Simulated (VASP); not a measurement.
# Ca9Mg2Si5 (P1) in VASP: a series of runs

Ca9Mg2Si5 is run at these levels: PBE; tasks: single point.

All numbers are computed with VASP 6.6.1; they aren't measurements. Logs are shortened: lines on timing, memory, paths and dates and some standing lists are left out, and cuts for length are marked.

### Step 1. The cell of the first run

The typed cell holds 16 atoms: a = 7.376 Å, b = 6.911 Å, c = 8.689 Å, α = 90.94°, β = 92.04°, γ = 93.53°.

### Step 2. Single point, PBE

Input file INCAR:

```
SYSTEM = Ca9Mg2Si5
PREC = Accurate
ENCUT = 520
EDIFF = 1E-6
ISMEAR = 0
SIGMA = 0.1
LREAL = Auto
LASPH = .True.
NELM = 80
ALGO = Normal
ISIF = 2
LWAVE = .False.
LCHARG = .False.
GGA = PE
ISYM = 0
NBANDS = 71
```

Input file KPOINTS:

```
Automatic mesh
0
Gamma
  2 2 2
  0.5 0.5 0.5
```

Input file POSCAR:

```
Ca9Mg2Si5
1.0
    7.3717244644     -0.2206751124     -0.1428300561
   -0.2206751124      6.9071473913     -0.0648704432
   -0.1428300561     -0.0648704432      8.6876094476
Mg Si Ca
2 5 9
Direct
   -0.0743592324     -0.0188354734      0.0342074147
    0.7535707375      0.7375376613      0.3306265248
    0.5181859564      0.0219517155      0.9902311490
    0.2837143525      0.1881656493      0.1317887782
    0.4917587983     -0.0635772334      0.4973773882
   -0.0289998182      0.4604852144      0.5081537979
    0.3873470052      0.8626383553      0.2229901711
    0.0591663779      0.5306903959      1.1464069415
    0.1088372516      0.0392356101      0.4168899871
    0.5362326428      0.5364065672      1.0296683185
    0.6867111380      0.2056104384      0.2946926644
    0.1927968859      0.2685058720      0.7934459178
    0.3699240461      0.5106448361      0.4433596748
    0.7043145134      0.2196631658      0.7172722340
    0.2512061100      0.7795219982      0.7621790195
    0.7630783682      0.7297905955      0.7044392293
```

Potentials or basis: VASP PAW PBE potentials, release 64 (Mg, Si, Ca_sv).

Started as:

```
> cat potpaw_PBE.64/Mg/POTCAR potpaw_PBE.64/Si/POTCAR potpaw_PBE.64/Ca_sv/POTCAR > POTCAR
> mpirun -np 1 vasp_std > vasp.out
```

OUTCAR:

```text
SYSTEM = Ca9Mg2Si5
   PREC = Accurate
   ENCUT = 520
   EDIFF = 1E-6
   ISMEAR = 0
   LREAL = Auto
   LASPH = .True.
   NELM = 80
   ISIF = 2
   GGA = PE
   ISYM = 0

 ion  position               nearest neighbor table
   1  0.926  0.981  0.034-   4 3.01   3 3.05  11 3.34   2 3.35
   2  0.754  0.738  0.331-   5 2.86   6 2.99   7 3.01   8 3.20  16 3.25  10 3.26   9 3.30  11 3.32
                            13 3.34   1 3.35
   3  0.518  0.022  0.990-   4 2.48   7 2.51   1 3.05  14 3.08  11 3.10  15 3.13
   4  0.284  0.188  0.132-   3 2.48   7 2.55   8 2.98   9 3.00   1 3.01  12 3.06  10 3.11
   5  0.492  0.936  0.497-   7 2.51   2 2.86  11 2.93   9 3.02  14 3.04  13 3.05  16 3.08  15 3.12

   6  0.971  0.460  0.508-   2 2.99  13 3.02  16 3.03  14 3.14
   7  0.387  0.863  0.223-   3 2.51   5 2.51   4 2.55   9 3.01   2 3.01  10 3.07  13 3.12
   8  0.059  0.531  0.146-   4 2.98   2 3.20
   9  0.109  0.039  0.417-   4 3.00   7 3.01   5 3.02   2 3.30
  10  0.536  0.536  0.030-   7 3.07   4 3.11   2 3.26
  11  0.687  0.206  0.295-   5 2.93   3 3.10   2 3.32   1 3.34
  12  0.193  0.269  0.793-   4 3.06
  13  0.370  0.511  0.443-   6 3.02   5 3.05   7 3.12   2 3.34
  14  0.704  0.220  0.717-   5 3.04   3 3.08   6 3.14
  15  0.251  0.780  0.762-   5 3.12   3 3.13
  16  0.763  0.730  0.704-   6 3.03   5 3.08   2 3.25

IMPORTANT INFORMATION: All symmetrisations will be switched off!
NOSYMM: (Re-)initialisation of all symmetry stuff for point group C_1.

----------------------------------------------------------------------------------------

                                     Primitive cell

  volume of cell :     441.7530

  direct lattice vectors                    reciprocal lattice vectors
     7.371724464 -0.220675112 -0.142830056     0.135827910  0.004360818  0.002265663
    -0.220675112  6.907147391 -0.064870443     0.004360818  0.144927728  0.001153871
    -0.142830056 -0.064870443  8.687609448     0.002265663  0.001153871  0.115152328

  length of vectors
     7.376409663  6.910976108  8.689025637     0.135916780  0.144997912  0.115180395

  position of ions in fractional coordinates (direct lattice)
     0.925640768  0.981164527  0.034207415
     0.753570737  0.737537661  0.330626525
     0.518185956  0.021951716  0.990231149
     0.283714352  0.188165649  0.131788778
     0.491758798  0.936422767  0.497377388
     0.971000182  0.460485214  0.508153798
[... 8 lines left out ...]
     0.251206110  0.779521998  0.762179020
     0.763078368  0.729790595  0.704439229

  ion indices of the primitive-cell ions
   primitive index   ion index
                 1           1
                 2           2
                 3           3
                 4           4
                 5           5
                 6           6
[... 8 lines left out ...]
                15          15
                16          16

----------------------------------------------------------------------------------------

 KPOINTS: Automatic mesh

Automatic generation of k-mesh.
 Grid dimensions read from file:
 generate k-points for:    2    2    2

 Generating k-lattice:

  Cartesian coordinates                     Fractional coordinates (reciprocal lattice)
     0.067913955  0.002180409  0.001132832     0.500000000 -0.000000000  0.000000000
     0.002180409  0.072463864  0.000576936    -0.000000000  0.500000000  0.000000000
     0.001132832  0.000576936  0.057576164     0.000000000  0.000000000  0.500000000

  Length of vectors
     0.067958390  0.072498956  0.057590198

  Shift w.r.t. Gamma in fractional coordinates (k-lattice)
     0.500000000  0.500000000  0.500000000

 Subroutine IBZKPT returns following result:
 ===========================================

 Found      4 irreducible k-points:

 Following reciprocal coordinates:
            Coordinates               Weight
  0.250000  0.250000  0.250000      2.000000
 -0.250000  0.250000  0.250000      2.000000
  0.250000 -0.250000  0.250000      2.000000
 -0.250000 -0.250000  0.250000      2.000000
   k-points           NKPTS =      4   k-points in BZ     NKDIM =      4   number of bands    NBANDS=     71
   number of dos      NEDOS =    301   number of ions     NIONS =     16
   total plane-waves  NPLWV = 211680
   dimension x,y,z NGX =    56 NGY =   54 NGZ =   70
   dimension x,y,z NGXF=   112 NGYF=  108 NGZF=  140
   ions per type =               2   5   9
   NGX,Y,Z   is equivalent  to a cutoff of  12.62, 12.99, 13.39 a.u.
   NGXF,Y,Z  is equivalent  to a cutoff of  25.24, 25.98, 26.79 a.u.
 SYSTEM =  Ca9Mg2Si5
   PREC   = accura    normal or accurate (medium, high low for compatibility)
   ISTART =      0    job   : 0-new  1-cont  2-samecut
   ICHARG =      2    charge: 1-file 2-atom 10-const
   ISPIN  =      1    spin polarized calculation?
   LNONCOLLINEAR =      F non collinear calculations
   LSORBIT =      F    spin-orbit coupling
   LASPH  =      T    aspherical Exc in radial PAW
   ENCUT  =  520.0 eV  38.22 Ry    6.18 a.u.  13.72 12.85 16.16*2*pi/ulx,y,z
   NELM   =     80;   NELMIN=  2; NELMDL= -5     # of ELM steps
   EDIFF  = 0.1E-05   stopping-criterion for ELM
   LREAL  =      T    real-space projection
   EDIFFG = 0.1E-04   stopping-criterion for IOM
   NSW    =      0    number of steps for IOM
   IBRION =     -1    ionic relax: 0-MD 1-quasi-New 2-CG
   NFREE  =      0    steps in history (QN), initial steepest desc. (CG)
   ISIF   =      2    stress and relaxation
   ISYM   =      0    0-nonsym 1-usesym 2-fastsym
   POTIM  = 0.5000    time-step for ionic-motion
   TEBEG  =    0.0;   TEEND  =   0.0 temperature during run
   PSTRESS=    0.0 pullay stress
   NELECT =     114.0000    total number of electrons
   NUPDOWN=      -1.0000    fix difference up-down
   EMIN   =  10.00;   EMAX   =-10.00  energy-range for DOS
   EFERMI =   0.00;   METHOD = LEGACY
   ISMEAR =     0;   SIGMA  =   0.10  broadening in eV -4-tet -1-fermi 0-gaus
   EFERMI_NEDOS =   21; number of points for ismear=-14 and -15
   IALGO  =     38    algorithm
   IMIX   =      4    mixing-type and parameters
     AMIX     =   0.40;   BMIX     =  1.00
     AMIX_MAG =   1.60;   BMIX_MAG =  1.00
  volume/ion in A,a.u.               =      27.61       186.32
  Fermi-wavevector in a.u.,A,eV,Ry     =   1.042277  1.969618 14.780579  1.086342
  Thomas-Fermi vector in A             =   2.176935
   LORBIT       =      0    0 simple, 1 ext, 2 COOP (PROOUT), +10 PAW based schemes
   GGA     = PE    functional components
   LHFCALC =     F    Hartree Fock is set to
   AEXX    =    0.0000 exact exchange contribution
   IVDW    =     0    specifies the selected vdW correction
   LEPSILON=     F    determine dielectric tensor
   LRPA    =     F    only Hartree local field effects (RPA)
 non-spin polarized calculation
 Gauss-broadening in eV      SIGMA  =   0.10
  energy-cutoff  :      520.00
  volume of cell :      441.75
 maximum number of plane-waves:     11911
 NGX is ok and might be reduce to    54
   NGX = 27   NGY = 25   NGZ = 33

 number of electron     114.0000002 magnetization

 Free energy of the ion-electron system (eV)
  ---------------------------------------------------
  ext. energy  EPLUGINS =         0.00000000
  ---------------------------------------------------
  free energy    TOTEN  =       -50.79788049 eV

  energy without entropy =      -50.74492809  energy(sigma->0) =      -50.77140429

 E-fermi :   3.5993     XC(G=0):  -8.7508

 val. band max:        3.5473661893   @ k =  -0.2500   0.2500   0.2500
 cond. band min:       3.6534930572   @ k =  -0.2500  -0.2500   0.2500
 fundamental gap:      0.1061268679
 Fermi energy:         3.5993206381

 k-point     1 :       0.2500    0.2500    0.2500
  band No.  band energies     occupation
      1     -37.9506      2.00000
      2     -37.8975      2.00000
      3     -37.8731      2.00000
      4     -37.8575      2.00000
      5     -37.8227      2.00000
      6     -37.7602      2.00000
[... 61 lines left out ...]
     68       5.1982      0.00000
     69       5.3957      0.00000

 k-point     2 :      -0.2500    0.2500    0.2500
  band No.  band energies     occupation
      1     -37.9506      2.00000
      2     -37.8975      2.00000
      3     -37.8731      2.00000
      4     -37.8575      2.00000
      5     -37.8227      2.00000
      6     -37.7602      2.00000
[... 61 lines left out ...]
     68       5.1015      0.00000
     69       5.2628      0.00000

 k-point     3 :       0.2500   -0.2500    0.2500
  band No.  band energies     occupation
      1     -37.9506      2.00000
      2     -37.8975      2.00000
      3     -37.8731      2.00000
      4     -37.8575      2.00000
      5     -37.8227      2.00000
      6     -37.7602      2.00000
[... 61 lines left out ...]
     68       5.1445      0.00000
     69       5.3000      0.00000

 k-point     4 :      -0.2500   -0.2500    0.2500
  band No.  band energies     occupation
      1     -37.9506      2.00000
      2     -37.8975      2.00000
      3     -37.8731      2.00000
      4     -37.8575      2.00000
      5     -37.8227      2.00000
      6     -37.7602      2.00000
[... 61 lines left out ...]
     68       5.2186      0.00000
     69       5.2996      0.00000
 [bands above 69 left out]

------------------------ aborting loop because EDIFF is reached ----------------------------------------

  FORCE on cell =-STRESS in cart. coord.  units (eV):
  Direction    XX          YY          ZZ          XY          YZ          ZX
  --------------------------------------------------------------------------------------
  -------------------------------------------------------------------------------------
  Total        0.0997744      0.0733855      0.2364099      0.0398123      0.0165508     -0.0505969
  in kB        0.3618680      0.2661590      0.8574260      0.1443938      0.0600275     -0.1835079
  external PRESSURE =       0.4951510 kB  Pullay stress =       0.0000000 kB

 VOLUME and BASIS-vectors are now :
 -----------------------------------------------------------------------------
  energy-cutoff  :      520.00
  volume of cell :      441.75
      direct lattice vectors                 reciprocal lattice vectors
     7.371724464 -0.220675112 -0.142830056     0.135827910  0.004360818  0.002265663
    -0.220675112  6.907147391 -0.064870443     0.004360818  0.144927728  0.001153871
    -0.142830056 -0.064870443  8.687609448     0.002265663  0.001153871  0.115152328

 POSITION                                       TOTAL-FORCE (eV/Angst)
 -----------------------------------------------------------------------------------
      6.60216      6.57056      0.10132        -0.002165      0.006524     -0.001609
      5.34514      4.90654      2.71688        -0.008376     -0.001800      0.006235
      3.67365     -0.02696      8.52730         0.006013     -0.001575     -0.001509
      2.03112      1.22853      1.09220         0.003489     -0.018015     -0.007365
      3.34742      6.32723      4.19004        -0.009951     -0.005048     -0.014650
      6.98375      2.93340      4.24608        -0.001164      0.006700     -0.000510
[... 8 lines left out ...]
      1.57094      5.27940      6.53507        -0.002050     -0.001321      0.005696
      5.36354      4.82668      5.96356         0.004174      0.002185      0.007502
 -----------------------------------------------------------------------------------
    total drift:                               -0.000067     -0.003286      0.003498

  FREE ENERGIE OF THE ION-ELECTRON SYSTEM (eV)
  ---------------------------------------------------
  free  energy   TOTEN  =       -50.7978804880 eV

  energy  without entropy=      -50.7449280868  energy(sigma->0) =      -50.77140429
```

Wall time 2.2 min (1 thread of Intel Xeon 6975P-C (Granite Rapids), shared host); peak memory 0.5 GiB.

What came out:

| Quantity | Value |
| --- | --- |
| Free energy | -50.7979 eV |
| Pressure | 0.0 GPa |
| Largest force | 0.027 eV/Å |
| Band gap on the k mesh | 0.11 eV (least direct gap 0.11 eV) |

Forces in eV/Å, atoms in the order of the input:
```
Mg  -0.002  0.007 -0.002
Mg  -0.008 -0.002  0.006
Si   0.006 -0.002 -0.002
Si   0.003 -0.018 -0.007
Si  -0.010 -0.005 -0.015
Si  -0.001  0.007 -0.001
Si   0.015 -0.005  0.022
Ca  -0.005  0.012  0.000
Ca  -0.013  0.000  0.002
Ca   0.005  0.000 -0.004
Ca   0.008  0.004 -0.007
Ca  -0.009  0.004 -0.004
Ca   0.008 -0.005 -0.005
Ca   0.001  0.003  0.003
Ca  -0.002 -0.001  0.006
Ca   0.004  0.002  0.008
```

Levels at points of the mesh, in eV from the valence-band top:
```
           k point  band 53  band 54  band 55  band 56  band 57  band 58  band 59  band 60  band 61  band 62
(0.25, 0.25, 0.25)    -1.03    -0.75    -0.54    -0.27    -0.09     0.20     0.40     0.45     0.66     0.90
```

Caveat: semilocal functionals underestimate gaps, and a narrow one can read as zero; a shifted mesh leaves out Γ, where band edges can lie. A k mesh can miss the band edges.

### Step 3. Single point, PBE

This run uses another cell than the first one, of 28.81 Å³/atom.

Input file INCAR:

```
SYSTEM = Ca9Mg2Si5
ALGO = Normal
EDIFF = 1E-6
ENCUT = 520
GGA = PE
ISIF = 2
ISMEAR = 0
ISYM = 0
LASPH = .True.
LCHARG = .True.
LELF = .True.
LREAL = Auto
LVHAR = .True.
LWAVE = .False.
NBANDS = 71
NELM = 100
PREC = Accurate
SIGMA = 0.1
```

KPOINTS is that of step 2.

Input file POSCAR:

```
Ca9Mg2Si5
1.0
    6.3476114958      0.3220089070     -0.2306342877
    0.3220089070      7.9265459722     -0.2763384818
   -0.2306342877     -0.2763384818      9.1977628676
Mg Si Ca
2 5 9
Direct
    0.3334759211      0.3438086317     -0.1265837608
    0.6146794385      0.5468611921      0.0411919690
    0.0462635308      0.5144575970      1.0700319689
    0.3550647142      0.3564586058      0.1889307800
    0.5895111266      0.0473074109      0.7525962860
    0.1908307980      0.0458105286      0.7667652022
    0.8584256200      0.7838114317      0.1870948791
    0.9733678257      0.1518021161      1.1015672240
    0.4835045972     -0.0036734058      0.0548169547
   -0.1364856999      0.9518003858      0.4955215502
    0.8333860093      0.4872198886      0.3711843883
    0.3082650861      0.7189468034      0.2998155620
    0.3477239934      0.2234715531      0.4965552634
    0.8479937560      0.3369638429      0.7511194095
    0.4200003660      0.7062410213      0.6875867436
    0.9368839186      0.7785674014      0.8574353490
```

Potentials or basis: VASP PAW PBE potentials, release 64 (Mg, Si, Ca_sv).

Started as:

```
> cat potpaw_PBE.64/Mg/POTCAR potpaw_PBE.64/Si/POTCAR potpaw_PBE.64/Ca_sv/POTCAR > POTCAR
> mpirun -np 1 vasp_std > vasp.out
```

Run time: 2.3 min. Hardware: 1 thread of Intel Xeon 6975P-C (Granite Rapids), shared host; peak memory 0.49 GiB.

It converged, with:

* Free energy: -51.4408 eV
* Pressure: 0.1 GPa
* Largest force: 0.015 eV/Å
* Band gap on the k mesh: 0.11 eV (least direct gap 0.12 eV)

Forces on the atoms (eV/Å):
```
Mg   0.006 -0.003  0.009
Mg  -0.005 -0.012  0.003
Si   0.008 -0.004 -0.003
Si  -0.003  0.008 -0.012
Si   0.001  0.006  0.004
Si  -0.003  0.003 -0.001
Si  -0.007 -0.005  0.000
Ca   0.002  0.001  0.000
Ca  -0.003 -0.002  0.000
Ca   0.003 -0.001  0.003
Ca  -0.003  0.004  0.002
Ca   0.002  0.002 -0.003
Ca   0.000 -0.001  0.002
Ca   0.005  0.004 -0.006
Ca   0.000 -0.011  0.006
Ca  -0.001  0.011 -0.003
```

Stress tensor (GPa, compression positive):
```
 0.00  0.03 -0.02
 0.03  0.05 -0.04
-0.02 -0.04  0.16
```

Levels at points of the mesh, in eV from the valence-band top:
| k point | band 54 | band 55 | band 56 | band 57 | band 58 | band 59 | band 60 | band 61 |
| --- | --- | --- | --- | --- | --- | --- | --- | --- |
| (0.25, 0.25, 0.25) | -0.84 | -0.47 | -0.24 | -0.01 | 0.11 | 0.36 | 0.54 | 0.76 |

Caveat: semilocal functionals underestimate gaps, and a narrow one can read as zero; a shifted mesh leaves out Γ, where band edges can lie. A k mesh can miss the band edges.

### Step 4. Single point, PBE

Input file INCAR:

```
ALGO     = Fast           # electronic algorithm
EDIFF    = 1E-6           # SCF threshold, eV
ENCUT    = 520            # plane-wave cutoff, eV
GGA      = PE             # functional
ISIF     = 2              # what is computed and relaxed
ISMEAR   = 0              # smearing method
ISYM     = 0            
LASPH    = True           # aspherical terms in the spheres
LCHARG   = False          # write CHGCAR
LREAL    = Auto         
LWAVE    = False          # write WAVECAR
NBANDS   = 71             # bands
NELM     = 80             # most SCF steps
PREC     = Accurate       # precision mode
SIGMA    = 0.1            # smearing width, eV
```

Input file KPOINTS:

```
k-points
0
Gamma
  3 3 3
```

Input file POSCAR:

```
Ca9Mg2Si5
1.0
    7.3957042930     -0.2193123612     -0.1396735783
   -0.2228238523      6.8272855111     -0.0798014665
   -0.1389616939     -0.0821780620      8.7466100348
Mg Si Ca
2 5 9
Direct
    0.9238632615      0.9857053765      0.0359229238
    0.7505949262      0.7341508416      0.3309480368
    0.5239772463      0.0145020775      0.9920526772
    0.2834744862      0.1770625980      0.1251709306
    0.4857627983      0.9437170131      0.5022493559
    0.9736238713      0.4698605879      0.5069191286
    0.3883696530      0.8596668630      0.2227023364
    0.0589315012      0.5296625304      0.1429952061
    0.1075652589      0.0344458708      0.4137840997
    0.5359696408      0.5353881521      0.0312660431
    0.6851563651      0.2060831206      0.2957744354
    0.1950757529      0.2655625009      0.7900350746
    0.3701235216      0.5107767045      0.4424505799
    0.7053189062      0.2254181015      0.7186864884
    0.2534789159      0.7811720800      0.7655929872
    0.7621990278      0.7352609497      0.7071789070
```

Started as:

```
> cat potpaw_PBE.64/Mg/POTCAR potpaw_PBE.64/Si/POTCAR potpaw_PBE.64/Ca_sv/POTCAR > POTCAR
> mpirun -np 1 vasp_std > vasp.out
```

It took 13 min on 1 thread of Intel Xeon 6975P-C (Granite Rapids), shared host; peak memory 0.63 GiB.

Results (log left out):

```yaml
Free_energy: -50.9497 eV
Pressure: 0.0 GPa
Largest_force: 0.023 eV/Å
Band_gap_on_the_k_mesh: zero (bands 57 and 58 overlap by 0.13 eV)
```

Forces in eV/Å, atoms in the order of the input:
```
Mg  -0.001  0.002 -0.013
Mg  -0.004  0.001  0.005
Si   0.012 -0.002  0.001
Si   0.001 -0.009 -0.011
Si   0.003  0.004 -0.011
Si  -0.004 -0.004  0.001
Si   0.007 -0.003  0.005
Ca  -0.010  0.002  0.008
Ca  -0.010  0.000  0.007
Ca   0.013 -0.010 -0.006
Ca   0.009  0.000 -0.001
Ca   0.001  0.005 -0.013
Ca  -0.002 -0.005  0.004
Ca   0.013  0.005  0.001
Ca  -0.014 -0.003  0.012
Ca  -0.012  0.015  0.012
```

Levels at points of the mesh, in eV from the Fermi level:
```csv
k point,band 55,band 56,band 57,band 58,band 59,band 60
"(0.00, 0.00, 0.00)",-0.65,-0.49,-0.23,-0.08,0.03,0.44
```

### Step 5. Summary

| cell | k mesh | gap on the mesh (eV) | pressure (GPa) | largest force (eV/Å) |
| --- | --- | --- | --- | --- |
| a = 7.376, b = 6.911, c = 8.689 Å, angles 90.9, 92.0, 93.5°, 16 atoms, atomic positions A | 2 × 2 × 2, shifted | 0.11 | 0.0 | 0.03 |
| a = 6.360, b = 7.938, c = 9.205 Å, angles 93.8, 93.6, 84.7°, 16 atoms, atomic positions B | 2 × 2 × 2, shifted | 0.11 | 0.1 | 0.01 |
| a = 7.400, b = 6.831, c = 8.748 Å, angles 91.2, 92.0, 93.6°, 16 atoms, atomic positions C | 3 × 3 × 3 | none | 0.0 | 0.02 |

Alike in all rows: task single point; level PBE; potentials or basis VASP PAW PBE potentials, release 64 (Mg, Si, Ca_sv); no spin polarisation; cutoff (eV) 520; smearing gaussian 0.1 eV.

Caveats: semilocal functionals underestimate gaps, and a narrow one can read as zero (at least some runs); a shifted mesh leaves out Γ, where band edges can lie (at least some runs).

Absolute energies hang on the potentials; compare differences alone.

The gap in the log of VASP goes by the Fermi energy; the results here count the filled bands.